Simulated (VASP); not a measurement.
## TiO: relaxation of cell and atoms with r2SCAN

Crystal: TiO.

```xyz
2
Lattice="0.0000 2.3052 2.3052 2.3052 0.0000 2.3052 2.3052 2.3052 0.0000" Properties=species:S:1:pos:R:3 pbc="T T T"
Ti    0.0000    0.0000    0.0000
O     1.1526    1.1526    1.1526
```

```yaml
Program: VASP 6.6.1
Task: relaxation of cell and atoms
Functional: r2SCAN
Potentials_or_basis: VASP PAW PBE potentials, release 64 (Ti_sv, O)
Cutoff: 600 eV
k_mesh: 16 × 16 × 16
Occupations: gaussian, width 0.1 eV
Spin: no spin polarisation
Dipole_correction: no
Further_INCAR_settings: ALGO = Normal; EDIFF = 1e-06; IBRION = 2; EDIFFG = -0.01; NSW = 80; ISIF = 3
```

- Relaxed volume: 12.30 Å³/atom
- Relaxed cell: a = 3.265 Å, b = 3.265 Å, c = 3.265 Å, α = 60.00°, β = 60.00°, γ = 60.00°
- Space group after relaxing (to 0.1 Å): F-43m (No. 216)
- Energy gained by relaxing: 0.1 meV/atom
- Ionic steps: 3
- Pressure after relaxing: 0.0 GPa
- Band gap on the k mesh: zero (bands 9 and 10 overlap by 0.58 eV)

The path:
```tsv
step	energy change (eV)	largest force (eV/Å)	pressure (GPa)	volume (Å³)
1	0.0000	0.0000	0.84	24.50
2	0.0000	0.0000	-0.87	24.73
3	-0.0003	0.0000	-0.03	24.61
```

Final structure:
```cif
data_structure
_symmetry_space_group_name_H-M 'P 1'
_symmetry_Int_Tables_number 1
_cell_length_a 3.2648
_cell_length_b 3.2648
_cell_length_c 3.2648
_cell_angle_alpha 60.000
_cell_angle_beta 60.000
_cell_angle_gamma 60.000
_cell_volume 24.61
loop_
_atom_site_label
_atom_site_type_symbol
_atom_site_fract_x
_atom_site_fract_y
_atom_site_fract_z
_atom_site_occupancy
Ti1 Ti 0.00000 0.00000 0.00000 1
O1 O 0.25000 0.25000 0.25000 1
```

Levels at points of the mesh, in eV from the Fermi level:
```csv
k point,band 5,band 6,band 7,band 8,band 9,band 10,band 11,band 12,band 13
"(0.00, 0.00, 0.00)",-22.86,-7.79,-7.79,-7.79,-1.30,0.53,0.53,3.23,3.23
"(0.50, 0.00, 0.00)",-22.29,-8.22,-7.38,-7.38,-0.13,0.78,0.78,2.32,2.32
"(0.50, 0.50, 0.00)",-22.11,-8.72,-6.79,-6.79,-1.85,0.60,1.40,1.81,1.81
```

Wall time 28 min on 1 thread of Intel Xeon 8259CL, with other jobs on the host, peak memory 0.19 GiB.

Caveat: the PAW data sets were made with another functional, which shifts forces and pressure a little; semilocal functionals often make such compounds metallic where correlation or magnetic order opens a gap, which also shifts bond lengths.
